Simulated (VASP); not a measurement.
# SnSe (P4/nmm) in VASP: a series of runs

Aim: see how the results for SnSe move with the level of theory and the settings. Levels: PBE, r2SCAN. Tasks: single point.

Everything below comes from runs of VASP 6.6.1. Logs are shortened: lines on timing, memory, paths and dates and some standing lists are left out, and cuts for length are marked.

## Step 1: The cell of the first run

The typed cell holds 4 atoms: a = 4.219 Å, b = 4.219 Å, c = 5.993 Å, α = 90.00°, β = 90.00°, γ = 90.00°.

## Step 2: Single point, PBE

File INCAR:

```
SYSTEM = SnSe
PREC     = Accurate       ! precision mode
ENCUT    = 520            ! plane-wave cutoff, eV
EDIFF    = 1E-7           ! SCF threshold, eV
ISMEAR   = 0              ! smearing method
SIGMA    = 0.01           ! smearing width, eV
LREAL    = .FALSE.        ! projectors in reciprocal space
LASPH    = .TRUE.         ! aspherical terms in the spheres
NELM     = 80             ! most SCF steps
ALGO     = Normal         ! electronic algorithm
ISIF     = 2              ! what is computed and relaxed
LWAVE    = .FALSE.        ! write WAVECAR
LCHARG   = .FALSE.        ! write CHGCAR
GGA      = PE             ! functional
NBANDS   = 28             ! bands
```

File KPOINTS:

```
Automatic mesh
0
G
  6 6 4
  0 0 0
```

File POSCAR:

```
SnSe
1.0
    4.2193394297      0.0000000000      0.0000000000
    0.0000000000      4.2193394297      0.0000000000
    0.0000000000      0.0000000000      5.9930256300
Sn Se
2 2
Direct
    0.5000000000      0.0000000000      0.2500916060
    0.0000000000      0.5000000000      0.7499083940
    0.5000000000      0.0000000000      0.7498972714
    0.0000000000      0.5000000000      0.2501027286
```

Potentials or basis: VASP PAW PBE potentials, release 64 (Sn_d, Se).

On the command line:

```bash
$ cat potpaw_PBE.64/Sn_d/POTCAR potpaw_PBE.64/Se/POTCAR > POTCAR
$ mpirun -np 1 vasp_std > vasp.out
```

OUTCAR:

```text
SYSTEM = SnSe
   PREC = Accurate
   ENCUT = 520
   EDIFF = 1E-7
   ISMEAR = 0
   LREAL = .FALSE.
   LASPH = .TRUE.
   NELM = 80
   ISIF = 2
   GGA = PE

 ion  position               nearest neighbor table
   1  0.500  0.000  0.250-   4 2.98   4 2.98   4 2.98   4 2.98   3 3.00   3 3.00
   2  0.000  0.500  0.750-   3 2.98   3 2.98   3 2.98   3 2.98   4 3.00   4 3.00
   3  0.500  0.000  0.750-   2 2.98   2 2.98   2 2.98   2 2.98   1 3.00   1 3.00
   4  0.000  0.500  0.250-   1 2.98   1 2.98   1 2.98   1 2.98   2 3.00   2 3.00

  LATTYP: Found a simple tetragonal cell.
 ALAT       =     4.2193394297
 C/A-ratio  =     1.4203705888

  Lattice vectors:

 A1 = (   4.2193394297,   0.0000000000,   0.0000000000)
 A2 = (   0.0000000000,   4.2193394297,   0.0000000000)
 A3 = (   0.0000000000,   0.0000000000,   5.9930256300)

Analysis of symmetry for initial positions (statically):
=====================================================================
 Subroutine PRICEL returns:
 Original cell was already a primitive cell.

 Routine SETGRP: Setting up the symmetry group for a
 simple tetragonal supercell.

 Subroutine GETGRP returns: Found 16 space group operations
 (whereof  8 operations were pure point group operations)
 out of a pool of 16 trial point group operations.

The static configuration has the point symmetry D_2d.
 The point group associated with its full space group is D_4h.

Analysis of symmetry for dynamics (positions and initial velocities):
=====================================================================
 Subroutine PRICEL returns:
 Original cell was already a primitive cell.

 Routine SETGRP: Setting up the symmetry group for a
 simple tetragonal supercell.

 Subroutine GETGRP returns: Found 16 space group operations
 (whereof  8 operations were pure point group operations)
 out of a pool of 16 trial point group operations.

The dynamic configuration has the point symmetry D_2d.
 The point group associated with its full space group is D_4h.

 Subroutine INISYM returns: Found 16 space group operations
 (whereof  8 operations are pure point group operations),
 and found     1 'primitive' translations

----------------------------------------------------------------------------------------

                                     Primitive cell

  volume of cell :     106.6928

  direct lattice vectors                    reciprocal lattice vectors
     4.219339430  0.000000000  0.000000000     0.237003924  0.000000000  0.000000000
     0.000000000  4.219339430  0.000000000     0.000000000  0.237003924  0.000000000
     0.000000000  0.000000000  5.993025630     0.000000000  0.000000000  0.166860625

  length of vectors
     4.219339430  4.219339430  5.993025630     0.237003924  0.237003924  0.166860625

  position of ions in fractional coordinates (direct lattice)
     0.500000000  0.000000000  0.250091606
     0.000000000  0.500000000  0.749908394
     0.500000000  0.000000000  0.749897271
     0.000000000  0.500000000  0.250102729

  ion indices of the primitive-cell ions
   primitive index   ion index
                 1           1
                 2           2
                 3           3
                 4           4

----------------------------------------------------------------------------------------

 KPOINTS: Automatic mesh

Automatic generation of k-mesh.
 Grid dimensions read from file:
 generate k-points for:    6    6    4

 Generating k-lattice:

  Cartesian coordinates                     Fractional coordinates (reciprocal lattice)
     0.039500654  0.000000000  0.000000000     0.166666667  0.000000000  0.000000000
     0.000000000  0.039500654  0.000000000     0.000000000  0.166666667  0.000000000
     0.000000000  0.000000000  0.041715156     0.000000000  0.000000000  0.250000000

  Length of vectors
     0.039500654  0.039500654  0.041715156

  Shift w.r.t. Gamma in fractional coordinates (k-lattice)
     0.000000000  0.000000000  0.000000000

 Subroutine IBZKPT returns following result:
 ===========================================

 Found     30 irreducible k-points:

 Following reciprocal coordinates:
            Coordinates               Weight
  0.000000  0.000000  0.000000      1.000000
  0.166667  0.000000  0.000000      4.000000
  0.333333  0.000000  0.000000      4.000000
  0.500000  0.000000  0.000000      2.000000
  0.166667  0.166667  0.000000      4.000000
  0.333333  0.166667  0.000000      8.000000
[... 16 lines left out ...]
  0.333333  0.000000  0.500000      4.000000
  0.500000  0.000000  0.500000      2.000000
 [... further k-points ...]
   k-points           NKPTS =     30   k-points in BZ     NKDIM =     30   number of bands    NBANDS=     28
   number of dos      NEDOS =    301   number of ions     NIONS =      4
   total plane-waves  NPLWV =  49152
   dimension x,y,z NGX =    32 NGY =   32 NGZ =   48
   dimension x,y,z NGXF=    64 NGYF=   64 NGZF=   96
   ions per type =               2   2
   NGX,Y,Z   is equivalent  to a cutoff of  12.61, 12.61, 13.32 a.u.
   NGXF,Y,Z  is equivalent  to a cutoff of  25.22, 25.22, 26.63 a.u.
 SYSTEM =  SnSe
   PREC   = accura    normal or accurate (medium, high low for compatibility)
   ISTART =      0    job   : 0-new  1-cont  2-samecut
   ICHARG =      2    charge: 1-file 2-atom 10-const
   ISPIN  =      1    spin polarized calculation?
   LNONCOLLINEAR =      F non collinear calculations
   LSORBIT =      F    spin-orbit coupling
   LASPH  =      T    aspherical Exc in radial PAW
   ENCUT  =  520.0 eV  38.22 Ry    6.18 a.u.   7.85  7.85 11.14*2*pi/ulx,y,z
   NELM   =     80;   NELMIN=  2; NELMDL= -5     # of ELM steps
   EDIFF  = 0.1E-06   stopping-criterion for ELM
   LREAL  =      F    real-space projection
   EDIFFG = 0.1E-05   stopping-criterion for IOM
   NSW    =      0    number of steps for IOM
   IBRION =     -1    ionic relax: 0-MD 1-quasi-New 2-CG
   NFREE  =      0    steps in history (QN), initial steepest desc. (CG)
   ISIF   =      2    stress and relaxation
   ISYM   =      2    0-nonsym 1-usesym 2-fastsym
   POTIM  = 0.5000    time-step for ionic-motion
   TEBEG  =    0.0;   TEEND  =   0.0 temperature during run
   PSTRESS=    0.0 pullay stress
   NELECT =      40.0000    total number of electrons
   NUPDOWN=      -1.0000    fix difference up-down
   EMIN   =  10.00;   EMAX   =-10.00  energy-range for DOS
   EFERMI =   0.00;   METHOD = LEGACY
   ISMEAR =     0;   SIGMA  =   0.01  broadening in eV -4-tet -1-fermi 0-gaus
   EFERMI_NEDOS =   21; number of points for ismear=-14 and -15
   IALGO  =     38    algorithm
   IMIX   =      4    mixing-type and parameters
     AMIX     =   0.40;   BMIX     =  1.00
     AMIX_MAG =   1.60;   BMIX_MAG =  1.00
  volume/ion in A,a.u.               =      26.67       180.00
  Fermi-wavevector in a.u.,A,eV,Ry     =   1.180456  2.230738 18.959397  1.393476
  Thomas-Fermi vector in A             =   2.316748
   LORBIT       =      0    0 simple, 1 ext, 2 COOP (PROOUT), +10 PAW based schemes
   GGA     = PE    functional components
   LHFCALC =     F    Hartree Fock is set to
   AEXX    =    0.0000 exact exchange contribution
   IVDW    =     0    specifies the selected vdW correction
   LEPSILON=     F    determine dielectric tensor
   LRPA    =     F    only Hartree local field effects (RPA)
 non-spin polarized calculation
 Gauss-broadening in eV      SIGMA  =   0.01
  energy-cutoff  :      520.00
  volume of cell :      106.69
 maximum number of plane-waves:      2916
 NGX is ok and might be reduce to    32
   NGX = 15   NGY = 15   NGZ = 23

 number of electron      40.0000002 magnetization

 Free energy of the ion-electron system (eV)
  ---------------------------------------------------
  ext. energy  EPLUGINS =         0.00000000
  ---------------------------------------------------
  free energy    TOTEN  =       -16.41345870 eV

  energy without entropy =      -16.41345870  energy(sigma->0) =      -16.41345870

 E-fermi :   5.8939     XC(G=0):  -9.7032

 val. band max:        5.8142708103   @ k =   0.5000   0.0000   0.5000
 cond. band min:       6.4940073122   @ k =   0.5000   0.0000   0.5000
 fundamental gap:      0.6797365019
 Fermi energy:         5.8939410268

 k-point     1 :       0.0000    0.0000    0.0000
  band No.  band energies     occupation
      1     -15.7994      2.00000
      2     -15.7692      2.00000
      3     -15.7679      2.00000
      4     -15.7673      2.00000
      5     -15.7673      2.00000
      6     -15.7621      2.00000
[... 20 lines left out ...]
     27      11.6523      0.00000
     28      11.6833      0.00000

 k-point     2 :       0.1667    0.0000    0.0000
  band No.  band energies     occupation
      1     -15.7952      2.00000
      2     -15.7682      2.00000
      3     -15.7671      2.00000
      4     -15.7659      2.00000
      5     -15.7658      2.00000
      6     -15.7627      2.00000
[... 20 lines left out ...]
     27      11.5783      0.00000
     28      11.6664      0.00000

 k-point     3 :       0.3333    0.0000    0.0000
  band No.  band energies     occupation
      1     -15.7862      2.00000
      2     -15.7712      2.00000
      3     -15.7658      2.00000
      4     -15.7657      2.00000
      5     -15.7622      2.00000
      6     -15.7617      2.00000
[... 20 lines left out ...]
     27      12.2114      0.00000
     28      12.2577      0.00000

 k-point     4 :       0.5000    0.0000    0.0000
  band No.  band energies     occupation
      1     -15.7774      2.00000
      2     -15.7774      2.00000
      3     -15.7659      2.00000
      4     -15.7659      2.00000
      5     -15.7622      2.00000
      6     -15.7622      2.00000
[... 578 lines left out ...]
     27      10.8427      0.00000
     28      10.8448      0.00000

 k-point    23 :       0.3333    0.0000    0.5000
  band No.  band energies     occupation
      1     -15.7769      2.00000
      2     -15.7769      2.00000
      3     -15.7689      2.00000
      4     -15.7689      2.00000
      5     -15.7627      2.00000
      6     -15.7627      2.00000
[... 20 lines left out ...]
     27      12.6668      0.00000
     28      12.6691      0.00000

 k-point    24 :       0.5000    0.0000    0.5000
  band No.  band energies     occupation
      1     -15.7760      2.00000
      2     -15.7760      2.00000
      3     -15.7715      2.00000
      4     -15.7715      2.00000
      5     -15.7633      2.00000
      6     -15.7633      2.00000
[... 20 lines left out ...]
     27      14.1396      0.00000
     28      14.1396      0.00000

 [... further k-points ...]

------------------------ aborting loop because EDIFF is reached ----------------------------------------

  FORCE on cell =-STRESS in cart. coord.  units (eV):
  Direction    XX          YY          ZZ          XY          YZ          ZX
  --------------------------------------------------------------------------------------
  -------------------------------------------------------------------------------------
  Total        1.3268307      1.3268307      1.3627162      0.0000000     -0.0000000      0.0000000
  in kB       19.9246653     19.9246653     20.4635479      0.0000000     -0.0000000      0.0000000
  external PRESSURE =      20.1042928 kB  Pullay stress =       0.0000000 kB

 VOLUME and BASIS-vectors are now :
 -----------------------------------------------------------------------------
  energy-cutoff  :      520.00
  volume of cell :      106.69
      direct lattice vectors                 reciprocal lattice vectors
     4.219339430  0.000000000  0.000000000     0.237003924  0.000000000  0.000000000
     0.000000000  4.219339430  0.000000000     0.000000000  0.237003924  0.000000000
     0.000000000  0.000000000  5.993025630     0.000000000  0.000000000  0.166860625

 POSITION                                       TOTAL-FORCE (eV/Angst)
 -----------------------------------------------------------------------------------
      2.10967      0.00000      1.49881        -0.000000      0.000000     -0.000748
      0.00000      2.10967      4.49422         0.000000      0.000000      0.000748
      2.10967      0.00000      4.49415         0.000000      0.000000      0.001247
      0.00000      2.10967      1.49887        -0.000000      0.000000     -0.001247
 -----------------------------------------------------------------------------------
    total drift:                                0.000000      0.000000     -0.000000

  FREE ENERGIE OF THE ION-ELECTRON SYSTEM (eV)
  ---------------------------------------------------
  free  energy   TOTEN  =       -16.4134587017 eV

  energy  without entropy=      -16.4134587017  energy(sigma->0) =      -16.41345870
```

Wall time 72 s (1 thread of AMD EPYC 7R43 (Zen 3), shared host); peak memory 0.21 GiB.

What came out:

| Property | Result |
| --- | --- |
| Free energy | -16.4135 eV |
| Pressure | 2.0 GPa |
| Band gap on the k mesh | 0.68 eV |

Levels at points of the mesh, in eV from the valence-band top:
| k point | band 17 | band 18 | band 19 | band 20 | band 21 | band 22 | band 23 | band 24 |
| --- | --- | --- | --- | --- | --- | --- | --- | --- |
| (0.00, 0.00, 0.00) | -3.72 | -2.25 | -2.25 | -2.21 | 2.98 | 4.35 | 4.46 | 4.46 |
| (0.50, 0.00, 0.00) | -2.12 | -2.12 | -0.55 | -0.55 | 1.26 | 1.26 | 1.77 | 1.77 |
| (0.50, 0.50, 0.00) | -3.75 | -3.75 | -3.71 | -3.71 | 2.96 | 2.96 | 5.43 | 5.43 |
| (0.00, 0.00, 0.50) | -3.06 | -3.06 | -1.73 | -1.72 | 2.18 | 2.19 | 3.89 | 3.90 |
| (0.50, 0.00, 0.50) | -1.98 | -1.98 | 0.00 | 0.00 | 0.68 | 0.68 | 1.25 | 1.25 |
| (0.50, 0.50, 0.50) | -4.83 | -4.83 | -0.81 | -0.81 | 1.51 | 1.51 | 4.84 | 4.84 |

Caveat: spin-orbit coupling is left out, which moves the levels of the heavy elements. A k mesh can miss the band edges.

## Step 3: Single point, r2SCAN

POSCAR is that of step 2.

File INCAR.step1:

```
PREC = Accurate
ENCUT = 520
ISMEAR = 0
SIGMA = 0.01
LREAL = False
LASPH = True
NELM = 100
NBANDS = 28
GGA = PE
ALGO = Normal
EDIFF = 1E-4
LWAVE = True
LCHARG = False
```

File INCAR.step2:

```
PREC = Accurate
ENCUT = 520
EDIFF = 1E-6
ISMEAR = 0
SIGMA = 0.01
LREAL = False
LASPH = True
NELM = 100
ALGO = Normal
ISIF = 2
LWAVE = False
LCHARG = False
METAGGA = R2SCAN
LMIXTAU = True
NBANDS = 28
ISTART = 1
```

File KPOINTS:

```
regular mesh
0
Gamma
  6 6 4
```

Potentials or basis: VASP PAW PBE potentials, release 64 (Sn_d, Se).

On the command line:

```bash
$ cat potpaw_PBE.64/Sn_d/POTCAR potpaw_PBE.64/Se/POTCAR > POTCAR
$ cp INCAR.step1 INCAR
$ mpirun -np 1 vasp_std > vasp.out
$ cp INCAR.step2 INCAR
$ mpirun -np 1 vasp_std > vasp.out
```

OUTCAR:

```text
PREC = Accurate
   ENCUT = 520
   EDIFF = 1E-6
   ISMEAR = 0
   LREAL = False
   LASPH = True
   NELM = 100
   ISIF = 2
   METAGGA = R2SCAN
   ISTART = 1

 ion  position               nearest neighbor table
   1  0.500  0.000  0.250-   4 2.98   4 2.98   4 2.98   4 2.98   3 3.00   3 3.00
   2  0.000  0.500  0.750-   3 2.98   3 2.98   3 2.98   3 2.98   4 3.00   4 3.00
   3  0.500  0.000  0.750-   2 2.98   2 2.98   2 2.98   2 2.98   1 3.00   1 3.00
   4  0.000  0.500  0.250-   1 2.98   1 2.98   1 2.98   1 2.98   2 3.00   2 3.00

  LATTYP: Found a simple tetragonal cell.
 ALAT       =     4.2193394297
 C/A-ratio  =     1.4203705888

  Lattice vectors:

 A1 = (   4.2193394297,   0.0000000000,   0.0000000000)
 A2 = (   0.0000000000,   4.2193394297,   0.0000000000)
 A3 = (   0.0000000000,   0.0000000000,   5.9930256300)

Analysis of symmetry for initial positions (statically):
=====================================================================
 Subroutine PRICEL returns:
 Original cell was already a primitive cell.

 Routine SETGRP: Setting up the symmetry group for a
 simple tetragonal supercell.

[... 172 lines left out ...]

 E-fermi :   5.9941     XC(G=0): -10.3016

 val. band max:        5.9456269878   @ k =   0.5000   0.0000   0.5000
 cond. band min:       6.5031321448   @ k =   0.5000   0.0000   0.5000
 fundamental gap:      0.5575051570
 Fermi energy:         5.9941249954

 k-point     1 :       0.0000    0.0000    0.0000
  band No.  band energies     occupation
      1     -16.6262      2.00000
      2     -16.5894      2.00000
      3     -16.5865      2.00000
      4     -16.5844      2.00000
      5     -16.5844      2.00000
      6     -16.5832      2.00000
[... 733 lines left out ...]
     27      14.5922      0.00000
     28      14.5922      0.00000

 [... further k-points ...]

------------------------ aborting loop because EDIFF is reached ----------------------------------------

  FORCE on cell =-STRESS in cart. coord.  units (eV):
  Direction    XX          YY          ZZ          XY          YZ          ZX
  --------------------------------------------------------------------------------------
  -------------------------------------------------------------------------------------
  Total        0.6312523      0.6312523      0.6274530      0.0000000      0.0000000      0.0000000
  in kB        9.4793491      9.4793491      9.4222961      0.0000000      0.0000000      0.0000000
  external PRESSURE =       9.4603314 kB  Pullay stress =       0.0000000 kB

 VOLUME and BASIS-vectors are now :
 -----------------------------------------------------------------------------
  energy-cutoff  :      520.00
  volume of cell :      106.69
      direct lattice vectors                 reciprocal lattice vectors
     4.219339430  0.000000000  0.000000000     0.237003924  0.000000000  0.000000000
     0.000000000  4.219339430  0.000000000     0.000000000  0.237003924  0.000000000
     0.000000000  0.000000000  5.993025630     0.000000000  0.000000000  0.166860625

 POSITION                                       TOTAL-FORCE (eV/Angst)
 -----------------------------------------------------------------------------------
      2.10967      0.00000      1.49881        -0.000000      0.000000     -0.000132
      0.00000      2.10967      4.49422         0.000000      0.000000      0.000132
      2.10967      0.00000      4.49415         0.000000      0.000000      0.000309
      0.00000      2.10967      1.49887        -0.000000     -0.000000     -0.000309
 -----------------------------------------------------------------------------------
    total drift:                                0.000000      0.000000     -0.000000

  FREE ENERGIE OF THE ION-ELECTRON SYSTEM (eV)
  ---------------------------------------------------
  free  energy   TOTEN  =       -79.7466185982 eV

  energy  without entropy=      -79.7466185982  energy(sigma->0) =      -79.74661860
```

OUTCAR.step1:

```text
PREC = Accurate
   ENCUT = 520
   ISMEAR = 0
   LREAL = False
   LASPH = True
[... 975 lines left out ...]
      2.10967      0.00000      1.49881        -0.000000      0.000000     -0.000733
      0.00000      2.10967      4.49422         0.000000      0.000000      0.000733
      2.10967      0.00000      4.49415        -0.000000      0.000000      0.001255
      0.00000      2.10967      1.49887         0.000000      0.000000     -0.001255
 -----------------------------------------------------------------------------------
    total drift:                                0.000000      0.000000     -0.000000

  FREE ENERGIE OF THE ION-ELECTRON SYSTEM (eV)
  ---------------------------------------------------
  free  energy   TOTEN  =       -16.4134568198 eV

  energy  without entropy=      -16.4134568198  energy(sigma->0) =      -16.41345682
```

Run time: 4.5 min. Hardware: 1 thread of AMD EPYC 7R43 (Zen 3), shared host; peak memory 0.23 GiB.

What came out:

```
Free energy            : -79.7466 eV
Pressure               : 0.9 GPa
Band gap on the k mesh : 0.56 eV
```

Levels at points of the mesh, in eV from the valence-band top:
```tsv
k point	band 18	band 19	band 20	band 21	band 22	band 23
(0.00, 0.00, 0.00)	-2.72	-2.72	-2.67	3.06	4.38	4.49
(0.50, 0.00, 0.00)	-2.55	-0.74	-0.74	1.22	1.22	1.64
(0.50, 0.50, 0.00)	-4.23	-4.18	-4.18	3.05	3.05	5.54
(0.00, 0.00, 0.50)	-3.53	-2.02	-2.02	2.14	2.15	4.00
(0.50, 0.00, 0.50)	-2.42	0.00	0.00	0.56	0.56	1.12
(0.50, 0.50, 0.50)	-5.31	-1.13	-1.13	1.46	1.46	4.95
```

Caveat: the PAW data sets were made with another functional, which shifts forces and pressure a little; spin-orbit coupling is left out, which moves the levels of the heavy elements.
